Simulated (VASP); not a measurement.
# SiC (F-43m) in VASP: notebook, part 3 of 3

VASP 6.6.1.

### Step 6. Single point, PBEsol

This run uses another cell than the first one, of 9.50 Å³/atom, 0.925 times its volume.

INCAR reads:

```
SYSTEM = SiC
  PREC = Accurate
  ENCUT = 520
  EDIFF = 1E-7
  ISMEAR = 0
  SIGMA = 0.01
  LREAL = .FALSE.
  LASPH = .TRUE.
  NELM = 60
  ALGO = Normal
  ISIF = 2
  LWAVE = .FALSE.
  LCHARG = .FALSE.
  GGA = PS
  NBANDS = 11
```

KPOINTS reads:

```
Automatic mesh
0
G
  12 12 12
  0 0 0
```

POSCAR reads:

```
SiC
1.0
    0.0000000000      2.1179943384      2.1179943384
    2.1179943384      0.0000000000      2.1179943384
    2.1179943384      2.1179943384      0.0000000000
Si C
1 1
Direct
    0.0000000000      0.0000000000      0.0000000000
    0.7500000000      0.7500000000      0.7500000000
```

Potentials or basis: VASP PAW PBE potentials, release 64 (Si, C).

The run is started by

```
> cat potpaw_PBE.64/Si/POTCAR potpaw_PBE.64/C/POTCAR > POTCAR
> mpirun -np 1 vasp_std > vasp.out
```

OUTCAR:

```text
SYSTEM = SiC
   PREC = Accurate
   ENCUT = 520
   EDIFF = 1E-7
   ISMEAR = 0
   LREAL = .FALSE.
   LASPH = .TRUE.
   NELM = 60
   ISIF = 2
   GGA = PS

 ion  position               nearest neighbor table
   1  0.000  0.000  0.000-   2 1.83   2 1.83   2 1.83   2 1.83
   2  0.750  0.750  0.750-   1 1.83   1 1.83   1 1.83   1 1.83

  LATTYP: Found a face centered cubic cell.
 ALAT       =     4.2359886768

  Lattice vectors:

 A1 = (   0.0000000000,   2.1179943384,   2.1179943384)
 A2 = (   2.1179943384,   0.0000000000,   2.1179943384)
 A3 = (   2.1179943384,   2.1179943384,   0.0000000000)

Analysis of symmetry for initial positions (statically):
=====================================================================
 Subroutine PRICEL returns:
 Original cell was already a primitive cell.

 Routine SETGRP: Setting up the symmetry group for a
 face centered cubic supercell.

 Subroutine GETGRP returns: Found 24 space group operations
 (whereof 24 operations were pure point group operations)
 out of a pool of 48 trial point group operations.

The static configuration has the point symmetry T_d .

Analysis of symmetry for dynamics (positions and initial velocities):
=====================================================================
 Subroutine PRICEL returns:
 Original cell was already a primitive cell.

 Routine SETGRP: Setting up the symmetry group for a
 face centered cubic supercell.

 Subroutine GETGRP returns: Found 24 space group operations
 (whereof 24 operations were pure point group operations)
 out of a pool of 48 trial point group operations.

The dynamic configuration has the point symmetry T_d .

 Subroutine INISYM returns: Found 24 space group operations
 (whereof 24 operations are pure point group operations),
 and found     1 'primitive' translations

----------------------------------------------------------------------------------------

                                     Primitive cell

  volume of cell :      19.0022

  direct lattice vectors                    reciprocal lattice vectors
     0.000000000  2.117994338  2.117994338    -0.236072397  0.236072397  0.236072397
     2.117994338  0.000000000  2.117994338     0.236072397 -0.236072397  0.236072397
     2.117994338  2.117994338  0.000000000     0.236072397  0.236072397 -0.236072397

  length of vectors
     2.995296318  2.995296318  2.995296318     0.408889386  0.408889386  0.408889386

  position of ions in fractional coordinates (direct lattice)
     0.000000000  0.000000000  0.000000000
     0.750000000  0.750000000  0.750000000

  ion indices of the primitive-cell ions
   primitive index   ion index
                 1           1
                 2           2

----------------------------------------------------------------------------------------

 KPOINTS: Automatic mesh

Automatic generation of k-mesh.
 Grid dimensions read from file:
 generate k-points for:   12   12   12

 Generating k-lattice:

  Cartesian coordinates                     Fractional coordinates (reciprocal lattice)
    -0.019672700  0.019672700  0.019672700     0.083333333  0.000000000  0.000000000
     0.019672700 -0.019672700  0.019672700     0.000000000  0.083333333  0.000000000
     0.019672700  0.019672700 -0.019672700     0.000000000  0.000000000  0.083333333

  Length of vectors
     0.034074115  0.034074115  0.034074115

  Shift w.r.t. Gamma in fractional coordinates (k-lattice)
     0.000000000  0.000000000  0.000000000

 Subroutine IBZKPT returns following result:
 ===========================================

 Found     72 irreducible k-points:

 Following reciprocal coordinates:
            Coordinates               Weight
  0.000000  0.000000  0.000000      1.000000
  0.083333  0.000000  0.000000      8.000000
  0.166667  0.000000  0.000000      8.000000
  0.250000  0.000000  0.000000      8.000000
  0.333333  0.000000  0.000000      8.000000
  0.416667  0.000000  0.000000      8.000000
[... 16 lines left out ...]
  0.500000  0.166667  0.000000     24.000000
 -0.416667  0.166667  0.000000     24.000000
 [... further k-points ...]
   k-points           NKPTS =     72   k-points in BZ     NKDIM =     72   number of bands    NBANDS=     11
   number of dos      NEDOS =    301   number of ions     NIONS =      2
   total plane-waves  NPLWV =  13824
   dimension x,y,z NGX =    24 NGY =   24 NGZ =   24
   dimension x,y,z NGXF=    48 NGYF=   48 NGZF=   48
   ions per type =               1   1
   NGX,Y,Z   is equivalent  to a cutoff of  13.32, 13.32, 13.32 a.u.
   NGXF,Y,Z  is equivalent  to a cutoff of  26.64, 26.64, 26.64 a.u.
 SYSTEM =  SiC
   PREC   = accura    normal or accurate (medium, high low for compatibility)
   ISTART =      0    job   : 0-new  1-cont  2-samecut
   ICHARG =      2    charge: 1-file 2-atom 10-const
   ISPIN  =      1    spin polarized calculation?
   LNONCOLLINEAR =      F non collinear calculations
   LSORBIT =      F    spin-orbit coupling
   LASPH  =      T    aspherical Exc in radial PAW
   ENCUT  =  520.0 eV  38.22 Ry    6.18 a.u.   5.57  5.57  5.57*2*pi/ulx,y,z
   NELM   =     60;   NELMIN=  2; NELMDL= -5     # of ELM steps
   EDIFF  = 0.1E-06   stopping-criterion for ELM
   LREAL  =      F    real-space projection
   EDIFFG = 0.1E-05   stopping-criterion for IOM
   NSW    =      0    number of steps for IOM
   IBRION =     -1    ionic relax: 0-MD 1-quasi-New 2-CG
   NFREE  =      0    steps in history (QN), initial steepest desc. (CG)
   ISIF   =      2    stress and relaxation
   ISYM   =      2    0-nonsym 1-usesym 2-fastsym
   POTIM  = 0.5000    time-step for ionic-motion
   TEBEG  =    0.0;   TEEND  =   0.0 temperature during run
   PSTRESS=    0.0 pullay stress
   NELECT =       8.0000    total number of electrons
   NUPDOWN=      -1.0000    fix difference up-down
   EMIN   =  10.00;   EMAX   =-10.00  energy-range for DOS
   EFERMI =   0.00;   METHOD = LEGACY
   ISMEAR =     0;   SIGMA  =   0.01  broadening in eV -4-tet -1-fermi 0-gaus
   EFERMI_NEDOS =   21; number of points for ismear=-14 and -15
   IALGO  =     38    algorithm
   IMIX   =      4    mixing-type and parameters
     AMIX     =   0.40;   BMIX     =  1.00
     AMIX_MAG =   1.60;   BMIX_MAG =  1.00
  volume/ion in A,a.u.               =       9.50        64.12
  Fermi-wavevector in a.u.,A,eV,Ry     =   1.226978  2.318652 20.483224  1.505474
  Thomas-Fermi vector in A             =   2.361958
   LORBIT       =      0    0 simple, 1 ext, 2 COOP (PROOUT), +10 PAW based schemes
   GGA     = PS    functional components
   LHFCALC =     F    Hartree Fock is set to
   AEXX    =    0.0000 exact exchange contribution
   IVDW    =     0    specifies the selected vdW correction
   LEPSILON=     F    determine dielectric tensor
   LRPA    =     F    only Hartree local field effects (RPA)
 non-spin polarized calculation
 Gauss-broadening in eV      SIGMA  =   0.01
  energy-cutoff  :      520.00
  volume of cell :       19.00
 maximum number of plane-waves:       532
 NGX is ok and might be reduce to    24
   NGX = 11   NGY = 11   NGZ = 11

 number of electron       7.9999999 magnetization

 Free energy of the ion-electron system (eV)
  ---------------------------------------------------
  ext. energy  EPLUGINS =         0.00000000
  ---------------------------------------------------
  free energy    TOTEN  =       -15.80333776 eV

  energy without entropy =      -15.80333776  energy(sigma->0) =      -15.80333776

 E-fermi :   9.1806     XC(G=0): -11.8757

 val. band max:        9.0415918149   @ k =   0.0000   0.0000   0.0000
 cond. band min:      10.1933341169   @ k =   0.5000   0.5000   0.0000
 fundamental gap:      1.1517423020
 Fermi energy:         9.1805513640

 k-point     1 :       0.0000    0.0000    0.0000
  band No.  band energies     occupation
      1      -7.0687      2.00000
      2       9.0416      2.00000
      3       9.0416      2.00000
      4       9.0416      2.00000
      5      16.2281      0.00000
      6      16.8971      0.00000
      7      16.8971      0.00000
      8      16.8971      0.00000
      9      24.0110      0.00000
     10      24.0110      0.00000
     11      26.6540      0.00000
[... 309 lines left out ...]
 k-point    24 :      -0.4167    0.1667    0.0000
  band No.  band energies     occupation
      1      -2.7963      2.00000
      2       0.5503      2.00000
      3       5.8272      2.00000
      4       7.4704      2.00000
      5      14.3483      0.00000
      6      17.3895      0.00000
      7      17.9517      0.00000
      8      20.9749      0.00000
      9      24.4592      0.00000
     10      25.1205      0.00000
     11      28.0697      0.00000

 [... further k-points ...]

------------------------ aborting loop because EDIFF is reached ----------------------------------------

  FORCE on cell =-STRESS in cart. coord.  units (eV):
  Direction    XX          YY          ZZ          XY          YZ          ZX
  --------------------------------------------------------------------------------------
  -------------------------------------------------------------------------------------
  Total        2.6587428      2.6587428      2.6587428      0.0000000      0.0000000      0.0000000
  in kB      224.1725974    224.1725974    224.1725974      0.0000000      0.0000000      0.0000000
  external PRESSURE =     224.1725974 kB  Pullay stress =       0.0000000 kB

 VOLUME and BASIS-vectors are now :
 -----------------------------------------------------------------------------
  energy-cutoff  :      520.00
  volume of cell :       19.00
      direct lattice vectors                 reciprocal lattice vectors
     0.000000000  2.117994338  2.117994338    -0.236072397  0.236072397  0.236072397
     2.117994338  0.000000000  2.117994338     0.236072397 -0.236072397  0.236072397
     2.117994338  2.117994338  0.000000000     0.236072397  0.236072397 -0.236072397

 POSITION                                       TOTAL-FORCE (eV/Angst)
 -----------------------------------------------------------------------------------
      0.00000      0.00000      0.00000        -0.000000     -0.000000      0.000000
      3.17699      3.17699      3.17699         0.000000      0.000000     -0.000000
 -----------------------------------------------------------------------------------
    total drift:                               -0.000000     -0.000000     -0.000000

  FREE ENERGIE OF THE ION-ELECTRON SYSTEM (eV)
  ---------------------------------------------------
  free  energy   TOTEN  =       -15.8033377603 eV

  energy  without entropy=      -15.8033377603  energy(sigma->0) =      -15.80333776
```

OSZICAR:

```text
N       E                     dE             d eps       ncg     rms          rms(c)
DAV:   1     0.129467210302E+01    0.12947E+01   -0.40662E+03  1696   0.616E+02
DAV:   2    -0.173963698775E+02   -0.18691E+02   -0.18008E+02  2060   0.110E+02
DAV:   3    -0.178535116921E+02   -0.45714E+00   -0.45655E+00  1934   0.139E+01
DAV:   4    -0.178549239417E+02   -0.14122E-02   -0.14122E-02  1835   0.999E-01
DAV:   5    -0.178549295473E+02   -0.56055E-05   -0.56055E-05  1937   0.577E-02    0.971E+00
DAV:   6    -0.159122441258E+02    0.19427E+01   -0.62457E+00  1782   0.115E+01    0.444E+00
DAV:   7    -0.158182491468E+02    0.93995E-01   -0.49116E-01  1894   0.390E+00    0.193E+00
DAV:   8    -0.158035059286E+02    0.14743E-01   -0.22755E-02  1764   0.965E-01    0.168E-01
DAV:   9    -0.158033001923E+02    0.20574E-03   -0.15955E-03  1928   0.219E-01    0.115E-01
DAV:  10    -0.158033372211E+02   -0.37029E-04   -0.10170E-04  1797   0.654E-02    0.262E-02
DAV:  11    -0.158033374853E+02   -0.26420E-06   -0.69408E-06  1905   0.159E-02    0.513E-03
DAV:  12    -0.158033377431E+02   -0.25781E-06   -0.45915E-07  1818   0.414E-03    0.630E-04
DAV:  13    -0.158033377603E+02   -0.17163E-07   -0.10821E-08  1053   0.707E-04
   1 F= -.15803338E+02 E0= -.15803338E+02  d E =-.134698E-88
```

stdout:

```text
POSCAR found type information on POSCAR SiC
 POSCAR found :  2 types and       2 ions
 scaLAPACK will be used
 -----------------------------------------------------------------------------
|                                                                             |
|                                                                             |
|     You enforced a specific xc type in the INCAR file but a different       |
|     I HOPE YOU KNOW WHAT YOU ARE DOING!                                     |
|                                                                             |
 -----------------------------------------------------------------------------

 LDA part: xc-table for (Slater+PW92), standard interpolation
 POSCAR, INCAR and KPOINTS ok, starting setup
 FFT: planning ... GRIDC
 FFT: planning ... GRID_SOFT
 FFT: planning ... GRID
 WAVECAR not read
 entering main loop
```

It took 9.5 s on 1 thread of Intel Xeon Platinum 8259CL at 2.50GHz (Skylake/Cascade Lake), shared host; peak memory 0.14 GiB.

Results:

| Property | Result |
| --- | --- |
| Free energy | -15.8033 eV |
| Pressure | 22.4 GPa |
| Band gap on the k mesh | 1.15 eV, indirect (least direct gap 4.53 eV) |

Levels at points of the mesh, in eV from the valence-band top:
```
           k point  band 1  band 2  band 3  band 4  band 5  band 6  band 7  band 8  band 9
(0.00, 0.00, 0.00)  -16.11    0.00    0.00    0.00    7.19    7.86    7.86    7.86   14.97
(0.50, 0.00, 0.00)  -12.18   -9.08   -1.07   -1.07    6.16    7.49    7.49   10.39   17.10
(0.50, 0.50, 0.00)  -10.63   -8.12   -3.37   -3.37    1.15    4.51   14.96   14.96   15.87
```

Caveat: the PAW data sets were made with another functional, which shifts forces and pressure a little. A k mesh can miss the band edges.

### Step 7. The runs side by side

```csv
task,cell,cutoff (eV),smearing,gap on the mesh (eV),pressure (GPa)
relaxation of cell and atoms,"relaxed from a = 3.075 Å, angles 60.0°, 2 atoms",600,gaussian 0.02 eV,1.23,0.0
single point,"a = 3.081 Å, angles 60.0°, 2 atoms",520,gaussian 0.02 eV,1.23,0.4
single point,"a = 2.995 Å, angles 60.0°, 2 atoms",520,gaussian 0.01 eV,1.15,22.4
```

Alike in all rows: level PBEsol; potentials or basis VASP PAW PBE potentials, release 64 (Si, C); no spin polarisation; k mesh 12 × 12 × 12.

Caveats: the PAW data sets were made with another functional, which shifts forces and pressure a little.

Total energies depend on the potentials used, so only differences within one code and one set of settings carry meaning.

### Step 8. How close it comes

Step 3. A measured gap of SiC is 2.4 eV (indirect; quoted in “Insight into the structural, elastic and electronic properties of a new orthorhombic 6O-SiC polytype”, 2020, pmc:7200658); the calculated 1.23 eV misses it by -1.17 eV. The value is that of PBEsol on a finite k mesh, which can miss the band edges, without temperature or zero-point motion. Semilocal functionals fall short of measured gaps as a rule.

Step 4. Measured gap of SiC: 2.4 eV (indirect; quoted in “Insight into the structural, elastic and electronic properties of a new orthorhombic 6O-SiC polytype”, 2020, pmc:7200658). This calculation gives 1.23 eV (-1.17 eV). The value is that of PBEsol on a finite k mesh, which can miss the band edges, without temperature or zero-point motion. Semilocal functionals fall short of measured gaps as a rule.
